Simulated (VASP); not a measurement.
Zr, 2 atoms in the cell. It takes space group P6_3/mmc (No. 194, hexagonal). The conventional cell has a = 3.329 Å, b = 3.329 Å, c = 5.301 Å, α = 90.00°, β = 90.00°, γ = 120.00°. Within 4.3 Å of Zr (site symmetry -6m2) lie 12 Zr at 3.27 to 3.33 Å.  This cell differs from its parent crystal: strain +0.030 along x and y, +0.030 along z.

| Property | Result |
| --- | --- |
| Program | VASP 6.6.1 |
| Task | single point |
| Functional | PBEsol |
| Potentials or basis | VASP PAW PBE potentials, release 64 (Zr_sv) |
| Cutoff | 520 eV |
| k mesh | 18 × 18 × 10 |
| Occupations | gaussian, width 0.15 eV |
| Spin | no spin polarisation |
| Dipole correction | no |
| Further INCAR settings | ALGO = Fast; EDIFF = 1e-06; NBANDS = 19 |

Potentials or basis: VASP PAW PBE potentials, release 64 (Zr_sv).

Run with:

```sh
$ cat potpaw_PBE.64/Zr_sv/POTCAR > POTCAR
$ mpirun -np 1 vasp_std > vasp.out
```

Hardware: 1 thread of AMD EPYC 9R45 96-Core Processor (Zen 5), on a shared host.

Question: How long does it take, and how much memory?

Answer: Wall time 2.7 min on 1 thread of AMD EPYC 9R45 96-Core Processor (Zen 5) (shared host), peak memory 0.27 GiB. Counts: scf iterations 20, k points 222.
